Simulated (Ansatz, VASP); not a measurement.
## BeTe in VASP and in Ansatz

```
CELL_PARAMETERS angstrom
0.00000 2.83146 2.83146
2.83146 0.00000 2.83146
2.83146 2.83146 0.00000
ATOMIC_POSITIONS crystal
Be 0.00000 0.00000 0.00000
Te 0.75000 0.75000 0.75000
```

Alike in both runs: functional PBE; k mesh 8 × 8 × 8; occupations gaussian, width 0.02 eV; no spin polarisation.

Ansatz relaxed the structure, and its values are those at the end. VASP's run is a single point on that final structure, the one shown.

|  | VASP | Ansatz |
| --- | --- | --- |
| version | VASP 6.6.1 | Ansatz 0.2.0 |
| potentials or method | VASP PAW PBE potentials, release 64 (Be, Te), cutoff 520 eV | scalar-relativistic, plane waves, PAW |
| valence electrons in the cell | 8 | 18 |

Ansatz gave:

* gap on the k mesh at the Fermi level (eV): 2.03
* least direct gap on the mesh (eV): 3.64
* pressure (GPa): 0.0

**Question.** What did VASP give for the same quantities?

**Answer.** gap on the k mesh at the Fermi level (eV): 2.01; least direct gap on the mesh (eV): 3.62; pressure (GPa): 0.2.

VASP's potentials hold 8 valence electrons a cell and Ansatz's 18, so a difference there can come from the potentials and not from the codes.

Spin-orbit coupling is off throughout.
